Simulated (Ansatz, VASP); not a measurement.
**BeB2N: VASP beside Ansatz**

```
Be B N
1.0
     1.55475   -3.54768    0.00000
     1.55475    3.54768    0.00000
     0.00000    0.00000    2.66797
Be B N
1 2 1
Direct
  0.00000 0.00000 0.00000
  0.00000 0.50000 0.50000
  0.50000 0.00000 0.50000
  0.50000 0.50000 0.50000
```

Alike in both runs: task single point; functional PBE; k mesh 6 × 6 × 6; occupations gaussian, width 0.1 eV; collinear spin.

```csv
,VASP,Ansatz
version,VASP 6.6.1,Ansatz 0.2.0
potentials or method,"VASP PAW PBE potentials, release 64 (Be, B, N), cutoff 520 eV","scalar-relativistic, plane waves, PAW"
valence electrons in the cell,13,13
```

|  | VASP | Ansatz | Ansatz less VASP |
| --- | --- | --- | --- |
| gap on the k mesh at the Fermi level (eV) | none | none | - |
| pressure (GPa) | 0.0 | 0.1 | +0.02 |
| traceless stress, the component that is largest in VASP (GPa) | 0.18 | 0.18 | -0.001 |
| net moment per atom (μB) | 0.00 | 0.00 | 0.000 |

A gap of «none» marks a metal or a gap that the smearing closes. Ansatz's warnings: filled band counts differ across k points, seeded moment not kept.

The k mesh is coarse, so the values compare programs but aren't converged.
